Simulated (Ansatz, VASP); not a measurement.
# W3Se: VASP beside Ansatz

Contents of POSCAR:

```
W3Se
1.0
    4.1695301292      0.0000000000      0.0000000000
    0.0000000000      4.1695301292      0.0000000000
    0.0000000000      0.0000000000      4.1695301292
W Se
3 1
Direct
    0.0000000000      0.5000000000      0.5000000000
    0.5000000000      0.0000000000      0.5000000000
    0.5000000000      0.5000000000      0.0000000000
    0.0000000000      0.0000000000      0.0000000000
```

INCAR.step1

```
PREC = Accurate
ENCUT = 600
ISMEAR = 0
SIGMA = 0.1
LREAL = False
LASPH = True
NELM = 100
GGA = PE
ALGO = Normal
EDIFF = 1E-4
LWAVE = True
LCHARG = False
```

Contents of INCAR.step2:

```
PREC = Accurate
ENCUT = 600
EDIFF = 1E-6
ISMEAR = 0
SIGMA = 0.1
LREAL = False
LASPH = True
NELM = 100
ALGO = Normal
ISIF = 3
LWAVE = False
LCHARG = False
METAGGA = R2SCAN
LMIXTAU = True
IBRION = 2
NSW = 90
EDIFFG = -0.04
ISTART = 1
```

KPOINTS

```
Automatic mesh
0
Gamma
  4 4 4
```

Input for Ansatz:

```yaml
crystal:
  lattice:
    - [4.1695301292, 0.0, 0.0]
    - [0.0, 4.1695301292, 0.0]
    - [0.0, 0.0, 4.1695301292]
  atoms:
    - { symbol: W, position: [0.0, 0.5, 0.5] }
    - { symbol: W, position: [0.5, 0.0, 0.5] }
    - { symbol: W, position: [0.5, 0.5, 0.0] }
    - { symbol: Se, position: [0.0, 0.0, 0.0] }
basis:
  ecutwfc: 500
kpoints:
  mp_grid: { grid: [4, 4, 4] }
hamiltonian:
  xc: r2scan
scf:
  occupations: { method: gaussian, width: 0.1 }
  lower_state_search: "off"
output:
  forces: true
  stress: true
  eigenvalues: true
relax:
  adjacent_minimum: "off"
  f_tol: 0.04
  max_steps: 70
  cell: { stress_tol: 0.4 }
```

Alike in both runs: task relaxation of cell and atoms; functional r2SCAN; k mesh 4 × 4 × 4; occupations gaussian, width 0.1 eV; no spin polarisation.

|  | VASP | Ansatz |
| --- | --- | --- |
| version | VASP 6.6.1 | Ansatz 0.2.0 |
| potentials or method | VASP PAW PBE potentials, release 64 (W_sv, Se), cutoff 600 eV | scalar-relativistic, plane waves, PAW |
| valence electrons in the cell | 48 | 58 |

```tsv
	VASP	Ansatz	Ansatz less VASP
gap on the k mesh at the Fermi level, each at its own relaxed structure (eV)	none	none	-
relaxed volume (Å³/atom)	16.25	16.17	-0.086
relaxed cell length with the largest relative difference (Å)	4.021	4.014	-0.0071
```

VASP's potentials were made for PBE, not for r2SCAN. A gap of «none» marks a metal or a gap that the smearing closes. VASP's potentials hold 48 valence electrons a cell and Ansatz's 58, so a difference there can come from the potentials and not from the codes.

The k mesh is coarse, so the values compare programs but aren't converged. Neither program's run includes spin-orbit coupling.
